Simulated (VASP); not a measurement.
# Na (P1) in VASP: a series of runs

Na is run at these levels: PBE+D3(BJ); tasks: single point.

Program: VASP 6.6.1. These are calculated values, not measurements. Logs are shortened: lines on timing, memory, paths and dates and some standing lists are left out, and cuts for length are marked.

### Step 1. The cell of the first run

The typed cell holds 16 atoms: a = 8.599 Å, b = 8.599 Å, c = 8.599 Å, α = 90.00°, β = 90.00°, γ = 90.00°.

### Step 2. Single point, PBE+D3(BJ)

File INCAR:

```
ALGO = Normal
EDIFF = 1E-7
ENCUT = 520
GGA = PE
ISIF = 2
ISMEAR = -1
IVDW = 12
LASPH = T
LCHARG = F
LREAL = Auto
LWAVE = F
NBANDS = 70
NELM = 60
PREC = Accurate
SIGMA = 0.002
```

File KPOINTS:

```
k-points
0
Gamma
  2 2 2
```

File POSCAR:

```
Na
1.0
    8.5987130000      0.0000000000      0.0000000000
    0.0000000000      8.5987130000      0.0000000000
    0.0000000000      0.0000000000      8.5987130000
Na
16
Direct
    0.0253526313     -0.0156418757     -0.0109551278
    0.4775133209     -0.0012211130     -0.0134555020
   -0.0157116536      0.5156701939      0.0271435970
   -0.0033725977      0.0132810573      0.4844445907
    0.2650047746      0.2488744537      0.2752853828
    0.4719659791      0.5103205561     -0.0442391786
    0.5030520265      0.0061288242      0.5364407441
    0.7196658384      0.2776927198      0.2488860833
    0.0259806322      0.4962137939      0.5278696940
    0.2677028527      0.7278647398      0.1924939232
    0.2704939681      0.2583875052      0.7600788630
    0.4875613362      0.4912828234      0.4958765341
    0.7324003022      0.7428902442      0.2973235646
    0.7469722504      0.2473625995      0.7182586510
    0.2703427827      0.7220266568      0.7470303986
    0.7234687331      0.7330748218      0.7481352151
```

Potentials or basis: VASP PAW PBE potentials, release 64 (Na_pv).

Command:

```
$ cat potpaw_PBE.64/Na_pv/POTCAR > POTCAR
$ mpirun -np 1 vasp_std > vasp.out
```

OUTCAR:

```text
EDIFF = 1E-7
   ENCUT = 520
   GGA = PE
   ISIF = 2
   ISMEAR = -1
   IVDW = 12
   LASPH = T
   LREAL = Auto
   NELM = 60
   PREC = Accurate
 IVDW          = 12

 ion  position               nearest neighbor table
   1  0.025  0.984  0.989-
   2  0.478  0.999  0.987-
   3  0.984  0.516  0.027-
   4  0.997  0.013  0.484-
   5  0.265  0.249  0.275-
   6  0.472  0.510  0.956-
[... 8 lines left out ...]
  15  0.270  0.722  0.747-
  16  0.723  0.733  0.748-

  LATTYP: Found a simple cubic cell.
 ALAT       =     8.5987130000

  Lattice vectors:

 A1 = (   8.5987130000,   0.0000000000,   0.0000000000)
 A2 = (   0.0000000000,   8.5987130000,   0.0000000000)
 A3 = (   0.0000000000,   0.0000000000,   8.5987130000)

Analysis of symmetry for initial positions (statically):
=====================================================================
 Subroutine PRICEL returns:
 Original cell was already a primitive cell.

 Routine SETGRP: Setting up the symmetry group for a
 simple cubic supercell.

 Subroutine GETGRP returns: Found  1 space group operations
 (whereof  1 operations were pure point group operations)
 out of a pool of 48 trial point group operations.

The static configuration has the point symmetry C_1 .

Analysis of symmetry for dynamics (positions and initial velocities):
=====================================================================
 Subroutine PRICEL returns:
 Original cell was already a primitive cell.

 Routine SETGRP: Setting up the symmetry group for a
 simple cubic supercell.

 Subroutine GETGRP returns: Found  1 space group operations
 (whereof  1 operations were pure point group operations)
 out of a pool of 48 trial point group operations.

The dynamic configuration has the point symmetry C_1 .

 Subroutine INISYM returns: Found  1 space group operations
 (whereof  1 operations are pure point group operations),
 and found     1 'primitive' translations

----------------------------------------------------------------------------------------

                                     Primitive cell

  volume of cell :     635.7705

[... 98 lines left out ...]
   NELM   =     60;   NELMIN=  2; NELMDL= -5     # of ELM steps
   EDIFF  = 0.1E-06   stopping-criterion for ELM
   LREAL  =      T    real-space projection
   EDIFFG = 0.1E-05   stopping-criterion for IOM
   NSW    =      0    number of steps for IOM
   IBRION =     -1    ionic relax: 0-MD 1-quasi-New 2-CG
   NFREE  =      0    steps in history (QN), initial steepest desc. (CG)
   ISIF   =      2    stress and relaxation
   ISYM   =      2    0-nonsym 1-usesym 2-fastsym
   POTIM  = 0.5000    time-step for ionic-motion
   TEBEG  =    0.0;   TEEND  =   0.0 temperature during run
   PSTRESS=    0.0 pullay stress
   NELECT =     112.0000    total number of electrons
   NUPDOWN=      -1.0000    fix difference up-down
   EMIN   =  10.00;   EMAX   =-10.00  energy-range for DOS
   EFERMI =   0.00;   METHOD = LEGACY
   ISMEAR =    -1;   SIGMA  =   0.00  broadening in eV -4-tet -1-fermi 0-gaus
   EFERMI_NEDOS =   21; number of points for ismear=-14 and -15
   IALGO  =     38    algorithm
   IMIX   =      4    mixing-type and parameters
     AMIX     =   0.40;   BMIX     =  1.00
     AMIX_MAG =   1.60;   BMIX_MAG =  1.00
  volume/ion in A,a.u.               =      39.74       268.15
  Fermi-wavevector in a.u.,A,eV,Ry     =   0.917728  1.734255 11.459166  0.842225
  Thomas-Fermi vector in A             =   2.042730
   LORBIT       =      0    0 simple, 1 ext, 2 COOP (PROOUT), +10 PAW based schemes
   GGA     = PE    functional components
   LHFCALC =     F    Hartree Fock is set to
   AEXX    =    0.0000 exact exchange contribution
   IVDW    =    12    specifies the selected vdW correction
   LEPSILON=     F    determine dielectric tensor
   LRPA    =     F    only Hartree local field effects (RPA)
 non-spin polarized calculation
  energy-cutoff  :      520.00
  volume of cell :      635.77
 maximum number of plane-waves:     17256
 NGX is ok and might be reduce to    64
   NGX = 31   NGY = 31   NGZ = 31

 number of electron     112.0000033 magnetization

 Free energy of the ion-electron system (eV)
  ---------------------------------------------------
  ext. energy  EPLUGINS =         0.00000000
  ---------------------------------------------------
  free energy    TOTEN  =       -20.11509254 eV

  energy without entropy =      -20.11413143  energy(sigma->0) =      -20.11461199

 E-fermi :   0.0173     XC(G=0):  -6.3066

 val. band max:        0.0170320413   @ k =   0.0000   0.5000   0.5000
 cond. band min:       0.0181634544   @ k =   0.5000   0.0000   0.5000
 fundamental gap:      0.0011314131
 Fermi energy:         0.0172863937

 k-point     1 :       0.0000    0.0000    0.0000
  band No.  band energies     occupation
      1     -25.0433      2.00000
      2     -25.0424      2.00000
      3     -25.0369      2.00000
      4     -25.0270      2.00000
      5     -25.0217      2.00000
      6     -25.0199      2.00000
[... 557 lines left out ...]
     67       2.3641      0.00000
     68       2.4051      0.00000
 [bands above 68 left out]

------------------------ aborting loop because EDIFF is reached ----------------------------------------

 Edisp (eV)   -2.30277

 E8    (eV) :    -1.1279

  FORCE on cell =-STRESS in cart. coord.  units (eV):
  Direction    XX          YY          ZZ          XY          YZ          ZX
  --------------------------------------------------------------------------------------
  -------------------------------------------------------------------------------------
  Total      -2.45105    -2.72566    -3.46540     0.24480     0.08015     0.28746
  in kB      -6.17678    -6.86882    -8.73300     0.61692     0.20199     0.72442
  external pressure =       -7.26 kB  Pullay stress =        0.00 kB

 VOLUME and BASIS-vectors are now :
 -----------------------------------------------------------------------------
  energy-cutoff  :      520.00
  volume of cell :      635.77
      direct lattice vectors                 reciprocal lattice vectors
     8.598713000  0.000000000  0.000000000     0.116296474  0.000000000  0.000000000
     0.000000000  8.598713000  0.000000000     0.000000000  0.116296474  0.000000000
     0.000000000  0.000000000  8.598713000     0.000000000  0.000000000  0.116296474

 POSITION                                       TOTAL-FORCE (eV/Angst)
 -----------------------------------------------------------------------------------
      0.21800      8.46421      8.50451        -0.144189      0.067712     -0.025568
      4.10600      8.58821      8.48301         0.162176      0.022647      0.020632
      8.46361      4.43410      0.23340         0.017578     -0.104122     -0.165317
      8.56971      0.11420      4.16560         0.074103     -0.071255      0.067819
      2.27870      2.14000      2.36710        -0.023937      0.045504     -0.140847
      4.05830      4.38810      8.21831         0.269156     -0.210867      0.224311
[... 8 lines left out ...]
      2.32460      6.20850      6.42350        -0.161223      0.190492     -0.127570
      6.22090      6.30350      6.43300         0.124243      0.009710      0.008505
 -----------------------------------------------------------------------------------
    total drift:                                0.001607     -0.002640     -0.000873

  FREE ENERGIE OF THE ION-ELECTRON SYSTEM (eV)
  ---------------------------------------------------
  free  energy   TOTEN  =       -22.4178592915 eV

  energy  without entropy=      -22.4168981865  energy(sigma->0) =      -22.41737874
```

stdout:

```text
POSCAR found type information on POSCAR Na
 POSCAR found :  1 types and      16 ions
 scaLAPACK will be used
 LDA part: xc-table for (Slater+PW92), standard interpolation
 POSCAR, INCAR and KPOINTS ok, starting setup
 FFT: planning ... GRIDC
 FFT: planning ... GRID_SOFT
 FFT: planning ... GRID
 WAVECAR not read
 entering main loop
```

Wall time 6.5 min (1 thread of Intel Xeon 6975P-C (Granite Rapids), shared host); peak memory 0.62 GiB.

Results:

| Property | Result |
| --- | --- |
| Free energy | -22.4179 eV |
| Pressure | -0.7 GPa |
| Largest force | 0.409 eV/Å |
| Band gap on the k mesh | zero (bands 56 and 57 overlap by 1.18 eV) |
| Dispersion energy per atom | -0.144 eV |

Forces on the atoms (eV/Å):
```
Na  -0.144  0.068 -0.026
Na   0.162  0.023  0.021
Na   0.018 -0.104 -0.165
Na   0.074 -0.071  0.068
Na  -0.024  0.046 -0.141
Na   0.269 -0.211  0.224
Na  -0.122 -0.054 -0.146
Na   0.037 -0.092  0.001
Na  -0.071  0.012 -0.102
Na   0.027  0.028  0.358
Na  -0.148 -0.019 -0.062
Na  -0.030  0.042  0.089
Na  -0.018  0.006 -0.164
Na   0.007  0.127  0.165
Na  -0.161  0.190 -0.128
Na   0.124  0.010  0.009
```

Stress tensor (GPa, compression positive):
```
-0.62  0.06  0.07
 0.06 -0.69  0.02
 0.07  0.02 -0.87
```

Caveat: the k points lie up to 0.37 Å⁻¹ apart, too coarse for converged energies and pressures of a metal.

### Step 3. Single point, PBE+D3(BJ)

File INCAR:

```
ALGO = Normal ; EDIFF = 1E-6
ENCUT = 520 ; GGA = PE
ISIF = 2 ; ISMEAR = -1
IVDW = 12 ; LASPH = True
LCHARG = False ; LREAL = Auto
LWAVE = False ; NBANDS = 70
NELM = 80 ; PREC = Accurate
SIGMA = 0.002
```

KPOINTS is that of step 2.

File POSCAR:

```
Na
1.0
    8.5987130000      0.0000000000      0.0000000000
    0.0000000000      8.5987130000      0.0000000000
    0.0000000000      0.0000000000      8.5987130000
Na
16
Direct
    0.0331793839     -0.0178282494     -0.0160721727
    0.4640461892     -0.0031981530     -0.0189214363
   -0.0195610669      0.5221595371      0.0408782105
   -0.0038726726      0.0193517332      0.4802928066
    0.2789603514      0.2542473507      0.2768437556
    0.4607898880      0.5176588636     -0.0634513560
    0.5040056576      0.0092339400      0.5545132161
    0.7086758216      0.2931020026      0.2431410375
    0.0339353110      0.4925271956      0.5375920792
    0.2723663413      0.7146302011      0.1675018110
    0.2719941926      0.2612135095      0.7678474674
    0.4788391007      0.4878753367      0.4952834221
    0.7202356911      0.7390989791      0.3133957372
    0.7459488414      0.2458158564      0.7041402591
    0.2815188738      0.7090130814      0.7355286774
    0.7149790905      0.7232361401      0.7474374363
```

Potentials or basis: VASP PAW PBE potentials, release 64 (Na_pv).

Command:

```
$ cat potpaw_PBE.64/Na_pv/POTCAR > POTCAR
$ mpirun -np 1 vasp_std > vasp.out
```

It took 5.9 min on 1 thread of Intel Xeon 6975P-C (Granite Rapids), shared host; peak memory 0.62 GiB.

The run converged. Its results:

| Quantity | Value |
| --- | --- |
| Free energy | -21.9351 eV |
| Pressure | -0.5 GPa |
| Largest force | 0.745 eV/Å |
| Band gap on the k mesh | zero (bands 56 and 57 overlap by 1.11 eV) |
| Dispersion energy per atom | -0.144 eV |

Forces on the atoms (eV/Å):
```
Na  -0.190  0.070 -0.039
Na   0.264  0.040  0.055
Na  -0.026 -0.149 -0.230
Na   0.103 -0.099  0.035
Na  -0.109 -0.017 -0.179
Na   0.488 -0.415  0.380
Na  -0.181 -0.082 -0.248
Na   0.052 -0.151 -0.019
Na  -0.131  0.023 -0.158
Na   0.025  0.097  0.538
Na  -0.223 -0.062 -0.094
Na   0.020  0.043  0.085
Na   0.009  0.040 -0.193
Na   0.040  0.206  0.260
Na  -0.365  0.416 -0.208
Na   0.225  0.042  0.015
```

Stress tensor (GPa, compression positive):
```
-0.30  0.13  0.04
 0.13 -0.39  0.05
 0.04  0.05 -0.71
```

Levels at points of the mesh, in eV from the Fermi level:
| k point | band 52 | band 53 | band 54 | band 55 | band 56 | band 57 | band 58 | band 59 |
| --- | --- | --- | --- | --- | --- | --- | --- | --- |
| (0.00, 0.00, 0.00) | -0.96 | -0.94 | -0.83 | -0.70 | 0.80 | 0.83 | 0.85 | 0.89 |
| (0.50, 0.00, 0.00) | -0.57 | -0.57 | -0.44 | -0.38 | -0.30 | -0.24 | -0.16 | 1.23 |
| (0.00, 0.50, 0.00) | -0.60 | -0.52 | -0.44 | -0.42 | -0.36 | -0.24 | -0.11 | 1.28 |
| (0.00, 0.00, 0.50) | -0.55 | -0.48 | -0.45 | -0.39 | -0.37 | -0.31 | -0.26 | 1.28 |
| (0.50, 0.50, 0.00) | -1.79 | -0.13 | -0.08 | 0.02 | 0.05 | 0.12 | 0.17 | 0.25 |
| (0.00, 0.50, 0.50) | -1.80 | -0.05 | -0.02 | 0.00 | 0.00 | 0.12 | 0.14 | 0.24 |
| (0.50, 0.00, 0.50) | -1.74 | -0.19 | -0.13 | 0.00 | 0.04 | 0.13 | 0.21 | 0.28 |
| (0.50, 0.50, 0.50) | -1.46 | -1.42 | -1.33 | -1.23 | -1.10 | 1.94 | 2.03 | 2.07 |

Caveat: the k points lie up to 0.37 Å⁻¹ apart, too coarse for converged energies and pressures of a metal.

The gap in the log of VASP goes by the Fermi energy; the results here count the filled bands.